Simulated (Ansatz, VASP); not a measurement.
## LaB6 in VASP and in Ansatz

```xyz
7
Lattice="4.1550 0.0000 0.0000 0.0000 4.1550 0.0000 0.0000 0.0000 4.1550" Properties=species:S:1:pos:R:3 pbc="T T T"
La    0.0000    0.0000    0.0000
B     0.8304    2.0775    2.0775
B     3.3246    2.0775    2.0775
B     2.0775    2.0775    0.8304
B     2.0775    2.0775    3.3246
B     2.0775    0.8304    2.0775
B     2.0775    3.3246    2.0775
```

Alike in both runs: functional PBE; k mesh 8 × 8 × 8; occupations gaussian, width 0.05 eV; no spin polarisation.

Ansatz relaxed the structure, and its values are those at the end. VASP's run is a single point on that final structure, the one shown.

|  | VASP | Ansatz |
| --- | --- | --- |
| version | VASP 6.6.1 | Ansatz 0.2.0 |
| potentials or method | VASP PAW PBE potentials, release 64 (La, B), cutoff 520 eV | scalar-relativistic, plane waves, PAW |
| valence electrons in the cell | 29 | 29 |

```tsv
	VASP	Ansatz	Ansatz less VASP
gap on the k mesh at the Fermi level (eV)	none	none	-
pressure (GPa)	-0.1	0.0	+0.08
rms of the force components (eV/Å)	0.009	0.000	-0.0090
```

A gap of «none» marks a metal or a gap that the smearing closes. The functional is the same, so the differences come from potentials, cutoffs and numerics.

Neither program's run includes spin-orbit coupling.
